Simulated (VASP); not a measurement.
# Pt in VASP: single point with PBE

Aim: the single point of Pt with PBE.

Everything below comes from runs of VASP 6.6.1. Logs are shortened: lines on timing, memory, paths and dates and some standing lists are left out, and cuts for length are marked.

## 1. The cell of the first run

The cell holds a slab with vacuum, 24 atoms: a = 16.844 Å, b = 2.807 Å, c = 21.169 Å, α = 90.00°, β = 90.00°, γ = 120.00°.

## 2. Single point, PBE

INCAR reads:

```
SYSTEM = Pt
ALGO = Fast
DIPOL = 0.5 0.5 0.233
EDIFF = 1E-7
ENCUT = 520
GGA = PE
IDIPOL = 3
ISIF = 2
ISMEAR = 0
LASPH = .True.
LCHARG = .False.
LDIPOL = .True.
LREAL = Auto
LWAVE = .False.
NBANDS = 138
NELM = 80
PREC = Accurate
SIGMA = 0.1
```

KPOINTS reads:

```
k-points
0
Gamma
  2 12 1
  0 0 0
```

POSCAR reads:

```
Pt
1.0
   16.8437670130      0.0000000000      0.0000000000
   -1.4036472511      2.4311883548      0.0000000000
    0.0000000000      0.0000000000     21.1685854506
Pt
24
Direct
    0.0000000000      0.0000000000      0.0708597182
    0.0555555556      0.6666666667      0.1791402818
    0.1111111094      0.3333333281      0.2860829499
    0.1666666667      1.0000000000      0.0708597182
    0.2222222222      0.6666666667      0.1791402818
    0.2777777760      0.3333333281      0.2860829499
    0.3333333333      1.0000000000      0.0708597182
    0.3888888889      0.6666666667      0.1791402818
    0.4444444427      0.3333333281      0.2860829499
    0.5000000000      0.0000000000      0.0708597182
    0.5555555556      0.6666666667      0.1791402818
    0.6111111094      0.3333333281      0.2860829499
    0.6666666667      1.0000000000      0.0708597182
    0.7222222222      0.6666666667      0.1791402818
    0.7777777760      0.3333333281      0.2860829499
    0.8333333333      0.0000000000      0.0708597182
    0.8888888889      0.6666666667      0.1791402818
    0.9444444427      0.3333333281      0.2860829499
    0.0000000017      0.0000000052      0.3947186635
    0.1666666684      0.0000000052      0.3947186635
    0.3333333351      0.0000000052      0.3947186635
    0.5000000017      0.0000000052      0.3947186635
    0.6666666684      0.0000000052      0.3947186635
    0.8333333351      0.0000000052      0.3947186635
```

Potentials or basis: VASP PAW PBE potentials, release 64 (Pt).

Launch:

```sh
$ cat potpaw_PBE.64/Pt/POTCAR > POTCAR
$ mpirun -np 1 vasp_std > vasp.out
```

OUTCAR:

```text
SYSTEM = Pt
   EDIFF = 1E-7
   ENCUT = 520
   GGA = PE
   ISIF = 2
   ISMEAR = 0
   LASPH = .True.
   LREAL = Auto
   NELM = 80
   PREC = Accurate

 ion  position               nearest neighbor table
   1  0.000  0.000  0.071-   4 2.81  16 2.81  17 2.81   2 2.81   4 2.81  16 2.81   2 2.81
   2  0.056  0.667  0.179-   3 2.78   3 2.78  18 2.78   5 2.81   5 2.81  17 2.81   4 2.81   1 2.81
                            17 2.81   1 2.81
   3  0.111  0.333  0.286-   2 2.78   2 2.78   5 2.78   6 2.81   6 2.81  18 2.81  18 2.81  19 2.81
                            20 2.81  20 2.81
   4  0.167  0.000  0.071-   7 2.81   7 2.81   5 2.81   1 2.81   2 2.81   5 2.81   1 2.81
   5  0.222  0.667  0.179-   6 2.78   6 2.78   3 2.78   2 2.81   2 2.81   4 2.81   8 2.81   7 2.81
                             4 2.81   8 2.81
   6  0.278  0.333  0.286-   5 2.78   5 2.78   8 2.78   3 2.81   3 2.81   9 2.81   9 2.81  20 2.81
                            21 2.81  21 2.81
   7  0.333  0.000  0.071-   4 2.81   4 2.81  10 2.81   5 2.81   8 2.81  10 2.81   8 2.81
   8  0.389  0.667  0.179-   9 2.78   9 2.78   6 2.78   5 2.81  11 2.81  10 2.81   7 2.81   5 2.81
                            11 2.81   7 2.81
   9  0.444  0.333  0.286-   8 2.78   8 2.78  11 2.78   6 2.81  12 2.81   6 2.81  12 2.81  21 2.81
                            22 2.81  22 2.81
  10  0.500  0.000  0.071-  13 2.81   7 2.81   8 2.81  11 2.81  13 2.81   7 2.81  11 2.81
  11  0.556  0.667  0.179-  12 2.78  12 2.78   9 2.78  14 2.81  14 2.81   8 2.81  13 2.81  10 2.81
[... 5 lines left out ...]
                            13 2.81  17 2.81
  15  0.778  0.333  0.286-  14 2.78  14 2.78  17 2.78  12 2.81  12 2.81  18 2.81  18 2.81  23 2.81
                            24 2.81  24 2.81
  16  0.833  0.000  0.071-  13 2.81  13 2.81   1 2.81  14 2.81  17 2.81   1 2.81  17 2.81
  17  0.889  0.667  0.179-  18 2.78  18 2.78  15 2.78  14 2.81   2 2.81   1 2.81  16 2.81  14 2.81
                             2 2.81  16 2.81
  18  0.944  0.333  0.286-  17 2.78  17 2.78   2 2.78   3 2.81  15 2.81   3 2.81  15 2.81  24 2.81
                            19 2.81  19 2.81
  19  0.000  0.000  0.395-  24 2.81  24 2.81  20 2.81  20 2.81   3 2.81  18 2.81  18 2.81
  20  0.167  0.000  0.395-  19 2.81  21 2.81  19 2.81  21 2.81   6 2.81   3 2.81   3 2.81
  21  0.333  0.000  0.395-  22 2.81  22 2.81  20 2.81  20 2.81   9 2.81   6 2.81   6 2.81
  22  0.500  0.000  0.395-  21 2.81  21 2.81  23 2.81  23 2.81  12 2.81   9 2.81   9 2.81
  23  0.667  0.000  0.395-  22 2.81  24 2.81  22 2.81  24 2.81  15 2.81  12 2.81  12 2.81
  24  0.833  0.000  0.395-  19 2.81  19 2.81  23 2.81  23 2.81  18 2.81  15 2.81  15 2.81

  Warning from LATTYP: Monoclinic adjustment (A1->A3, A2->A1, A3->A2)!
  LATTYP: Found a simple orthorhombic cell.
 ALAT       =     2.8072945022
 B/A-ratio  =     5.1961524227
 C/A-ratio  =     7.5405645664

  Lattice vectors:

 A1 = (   1.4036472511,  -2.4311883548,   0.0000000000)
 A2 = (  12.6328252597,   7.2935650644,   0.0000000000)
 A3 = (   0.0000000000,   0.0000000000,  21.1685854506)

Analysis of symmetry for initial positions (statically):
=====================================================================
 Subroutine PRICEL returns following result:

  LATTYP: Found a hexagonal cell.
 ALAT       =     2.8072945027
 C/A-ratio  =     7.5405645649

  Lattice vectors:

 A1 = (   2.8072945027,   0.0000000000,   0.0000000000)
 A2 = (  -1.4036472511,   2.4311883548,   0.0000000000)
 A3 = (   0.0000000000,   0.0000000000,  21.1685854506)

   6 primitive cells build up your supercell.

 Routine SETGRP: Setting up the symmetry group for a
 simple orthorhombic supercell.

 Subroutine GETGRP returns: Found  2 space group operations
 (whereof  2 operations were pure point group operations)
 out of a pool of  8 trial point group operations.

The static configuration has the point symmetry C_1h.

Analysis of symmetry for dynamics (positions and initial velocities):
=====================================================================
 Subroutine PRICEL returns following result:

  LATTYP: Found a hexagonal cell.
 ALAT       =     2.8072945027
 C/A-ratio  =     7.5405645649

  Lattice vectors:

 A1 = (   2.8072945027,   0.0000000000,   0.0000000000)
 A2 = (  -1.4036472511,   2.4311883548,   0.0000000000)
 A3 = (   0.0000000000,   0.0000000000,  21.1685854506)

   6 primitive cells build up your supercell.

 Routine SETGRP: Setting up the symmetry group for a
 simple orthorhombic supercell.

[... 51 lines left out ...]

  Length of vectors
     0.034276790  0.034276790  0.047239812

  Shift w.r.t. Gamma in fractional coordinates (k-lattice)
     0.000000000  0.000000000  0.000000000

 Subroutine IBZKPT returns following result:
 ===========================================

 Found     11 irreducible k-points:

 Following reciprocal coordinates:
            Coordinates               Weight
  0.000000  0.000000  0.000000      1.000000
  0.500000  0.000000  0.000000      1.000000
  0.000000  0.083333  0.000000      4.000000
  0.000000  0.166667  0.000000      2.000000
  0.500000  0.166667  0.000000      2.000000
  0.000000  0.250000  0.000000      4.000000
  0.000000  0.333333  0.000000      2.000000
  0.500000  0.333333  0.000000      2.000000
  0.000000  0.416667  0.000000      4.000000
  0.000000  0.500000  0.000000      1.000000
  0.500000  0.500000  0.000000      1.000000
   k-points           NKPTS =     11   k-points in BZ     NKDIM =     11   number of bands    NBANDS=    138
   number of dos      NEDOS =    301   number of ions     NIONS =     24
   total plane-waves  NPLWV = 483840
   dimension x,y,z NGX =   126 NGY =   24 NGZ =  160
   dimension x,y,z NGXF=   252 NGYF=   48 NGZF=  320
   ions per type =              24
   NGX,Y,Z   is equivalent  to a cutoff of  12.44, 14.21, 12.57 a.u.
   NGXF,Y,Z  is equivalent  to a cutoff of  24.87, 28.43, 25.13 a.u.
 SYSTEM =  Pt
   PREC   = accura    normal or accurate (medium, high low for compatibility)
   ISTART =      0    job   : 0-new  1-cont  2-samecut
   ICHARG =      2    charge: 1-file 2-atom 10-const
   ISPIN  =      1    spin polarized calculation?
   LNONCOLLINEAR =      F non collinear calculations
   LSORBIT =      F    spin-orbit coupling
   LASPH  =      T    aspherical Exc in radial PAW
   ENCUT  =  520.0 eV  38.22 Ry    6.18 a.u.  31.32  5.22 39.36*2*pi/ulx,y,z
   NELM   =     80;   NELMIN=  2; NELMDL= -5     # of ELM steps
   EDIFF  = 0.1E-06   stopping-criterion for ELM
   LREAL  =      T    real-space projection
   EDIFFG = 0.1E-05   stopping-criterion for IOM
   NSW    =      0    number of steps for IOM
   IBRION =     -1    ionic relax: 0-MD 1-quasi-New 2-CG
   NFREE  =      0    steps in history (QN), initial steepest desc. (CG)
   ISIF   =      2    stress and relaxation
   ISYM   =      2    0-nonsym 1-usesym 2-fastsym
   POTIM  = 0.5000    time-step for ionic-motion
   TEBEG  =    0.0;   TEEND  =   0.0 temperature during run
   PSTRESS=    0.0 pullay stress
   NELECT =     240.0000    total number of electrons
   NUPDOWN=      -1.0000    fix difference up-down
   EMIN   =  10.00;   EMAX   =-10.00  energy-range for DOS
   EFERMI =   0.00;   METHOD = LEGACY
   ISMEAR =     0;   SIGMA  =   0.10  broadening in eV -4-tet -1-fermi 0-gaus
   EFERMI_NEDOS =   21; number of points for ismear=-14 and -15
   IALGO  =     68    algorithm
   IMIX   =      4    mixing-type and parameters
     AMIX     =   0.40;   BMIX     =  1.00
     AMIX_MAG =   1.60;   BMIX_MAG =  1.00
  volume/ion in A,a.u.               =      36.12       243.74
  Fermi-wavevector in a.u.,A,eV,Ry     =   1.066994  2.016326 15.489912  1.138476
  Thomas-Fermi vector in A             =   2.202596
   LORBIT       =      0    0 simple, 1 ext, 2 COOP (PROOUT), +10 PAW based schemes
   GGA     = PE    functional components
   LHFCALC =     F    Hartree Fock is set to
   AEXX    =    0.0000 exact exchange contribution
   IVDW    =     0    specifies the selected vdW correction
   LEPSILON=     F    determine dielectric tensor
   LRPA    =     F    only Hartree local field effects (RPA)
 non-spin polarized calculation
 RMM-DIIS sequential band-by-band and
 Gauss-broadening in eV      SIGMA  =   0.10
  energy-cutoff  :      520.00
  volume of cell :      866.86
 maximum number of plane-waves:     23420
 NGX is ok and might be reduce to   126
   NGX = 63   NGY = 11   NGZ = 79

 dipolmoment           0.000000      0.000000     -0.004052 electrons x Angstroem

 number of electron     239.9999977 magnetization

 dipolmoment           0.000000      0.000000      0.000685 electrons x Angstroem

 Free energy of the ion-electron system (eV)
  ---------------------------------------------------
  ext. energy  EPLUGINS =         0.00000000
  ---------------------------------------------------
  free energy    TOTEN  =      -139.11830259 eV

  energy without entropy =     -138.91857588  energy(sigma->0) =     -139.01843923

 E-fermi :   1.2884     XC(G=0):  -6.5714

 val. band max:        1.2264009500   @ k =   0.5000   0.3333   0.0000
 cond. band min:       1.2896972239   @ k =   0.0000   0.0000   0.0000
 fundamental gap:      0.0632962740
 Fermi energy:         1.2884063437

 k-point     1 :       0.0000    0.0000    0.0000
  band No.  band energies     occupation
      1      -7.9963      2.00000
      2      -7.1049      2.00000
      3      -7.1049      2.00000
      4      -6.6491      2.00000
      5      -5.8038      2.00000
      6      -5.8038      2.00000
[... 1474 lines left out ...]
    131       3.7819      0.00000
    132       3.7819      0.00000
 [bands above 132 left out]

------------------------ aborting loop because EDIFF is reached ----------------------------------------

 vacuum level on the upper side and lower side of the slab       (xc-potential included)        -0.078        -0.082

  FORCE on cell =-STRESS in cart. coord.  units (eV):
  Direction    XX          YY          ZZ          XY          YZ          ZX
  --------------------------------------------------------------------------------------
  -------------------------------------------------------------------------------------
  Total      -25.9368435    -25.9335894     -0.3139387     -0.0028182     -0.0002108     -0.0003649
  in kB      -47.9377927    -47.9317783     -0.5802374     -0.0052087     -0.0003896     -0.0006744
  external PRESSURE =     -32.1499362 kB  Pullay stress =       0.0000000 kB

 VOLUME and BASIS-vectors are now :
 -----------------------------------------------------------------------------
  energy-cutoff  :      520.00
  volume of cell :      866.86
      direct lattice vectors                 reciprocal lattice vectors
    16.843767013  0.000000000  0.000000000     0.059369142  0.034276790  0.000000000
    -1.403647251  2.431188355  0.000000000     0.000000000  0.411321483  0.000000000
     0.000000000  0.000000000 21.168585451     0.000000000  0.000000000  0.047239812

 POSITION                                       TOTAL-FORCE (eV/Angst)
 -----------------------------------------------------------------------------------
      0.00000      0.00000      1.50000        -0.000055     -0.000032     -0.026082
      0.00000      1.62079      3.79215         0.000062      0.000036      0.032618
      1.40365      0.81040      6.05597        -0.000007     -0.000004      0.009451
      2.80729      0.00000      1.50000        -0.000055     -0.000032     -0.026082
      2.80729      1.62079      3.79215         0.000062      0.000036      0.032618
      4.21094      0.81040      6.05597        -0.000007     -0.000004      0.009451
[... 16 lines left out ...]
     11.22918      0.00000      8.35564        -0.000000     -0.000000     -0.015987
     14.03647      0.00000      8.35564        -0.000000     -0.000000     -0.015987
 -----------------------------------------------------------------------------------
    total drift:                                0.001141      0.000658     -0.008013

  FREE ENERGIE OF THE ION-ELECTRON SYSTEM (eV)
  ---------------------------------------------------
  free  energy   TOTEN  =      -139.1183025857 eV

  energy  without entropy=     -138.9185758801  energy(sigma->0) =     -139.01843923

 vacuum level on the upper side and lower side of the slab         6.936         6.933
```

Wall time 1.9 h (1 thread of Oxide Virtual Turin-like, shared host); peak memory 1.4 GiB.

What came out:

```yaml
Free_energy: -139.1183 eV
Largest_force: 0.033 eV/Å
Band_gap_on_the_k_mesh: zero (bands 120 and 121 overlap by 0.79 eV)
```

Forces on the atoms (eV/Å):
```
Pt   0.000  0.000 -0.026
Pt   0.000  0.000  0.033
Pt   0.000  0.000  0.009
Pt   0.000  0.000 -0.026
Pt   0.000  0.000  0.033
Pt   0.000  0.000  0.009
Pt   0.000  0.000 -0.026
Pt   0.000  0.000  0.033
Pt   0.000  0.000  0.009
Pt   0.000  0.000 -0.026
Pt   0.000  0.000  0.033
Pt   0.000  0.000  0.009
Pt   0.000  0.000 -0.026
Pt   0.000  0.000  0.033
Pt   0.000  0.000  0.009
Pt   0.000  0.000 -0.026
Pt   0.000  0.000  0.033
Pt   0.000  0.000  0.009
Pt   0.000  0.000 -0.016
Pt   0.000  0.000 -0.016
Pt   0.000  0.000 -0.016
Pt   0.000  0.000 -0.016
Pt   0.000  0.000 -0.016
Pt   0.000  0.000 -0.016
```

Caveat: spin-orbit coupling is left out, which moves the levels of the heavy elements.

The gap in the log of VASP goes by the Fermi energy; the results here count the filled bands.